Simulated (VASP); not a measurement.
## LiBi3: single point with PBE

Crystal: LiBi3.

```
CELL_PARAMETERS angstrom
6.72915 0.00000 0.00000
-3.36458 5.82762 0.00000
0.00000 0.00000 5.40119
ATOMIC_POSITIONS crystal
Li 0.33333 0.66667 0.25000
Li 0.66667 0.33333 0.75000
Bi 0.83300 0.66600 0.25000
Bi 0.16700 0.83300 0.75000
Bi 0.33400 0.16700 0.25000
Bi 0.16700 0.33400 0.75000
Bi 0.83300 0.16700 0.25000
Bi 0.66600 0.83300 0.75000
```

* Program: VASP 6.6.1
* Task: single point
* Functional: PBE
* Potentials or basis: VASP PAW PBE potentials, release 64 (Li_sv, Bi_d)
* Cutoff: 520 eV
* k mesh: 3 × 3 × 4
* Occupations: gaussian, width 0.1 eV
* Spin: no spin polarisation
* Dipole correction: no
* Further INCAR settings: ALGO = Fast; EDIFF = 1e-06; NBANDS = 58

```
Largest force          : 0.786 eV/Å
Band gap on the k mesh : zero (bands 48 and 49 overlap by 2.73 eV)
```

Forces in eV/Å, atoms in the order of the input:
```
Li   0.000  0.000  0.000
Li   0.000  0.000  0.000
Bi   0.000 -0.786  0.000
Bi   0.681 -0.393  0.000
Bi   0.681  0.393  0.000
Bi   0.000  0.786  0.000
Bi  -0.681  0.393  0.000
Bi  -0.681 -0.393  0.000
```

Levels at points of the mesh, in eV from the Fermi level:
| k point | band 46 | band 47 | band 48 | band 49 | band 50 | band 51 |
| --- | --- | --- | --- | --- | --- | --- |
| (0.00, 0.00, 0.00) | -1.84 | -1.84 | 0.80 | 0.80 | 0.89 | 0.94 |
| (0.00, 0.00, 0.50) | -1.65 | 2.44 | 2.44 | 2.46 | 2.46 | 2.54 |

It took 15 min on 1 thread of Oxide Virtual Turin-like Processor, with other jobs on the host, peak memory 0.31 GiB.

Caveat: spin-orbit coupling is left out, which moves the levels of the heavy elements.
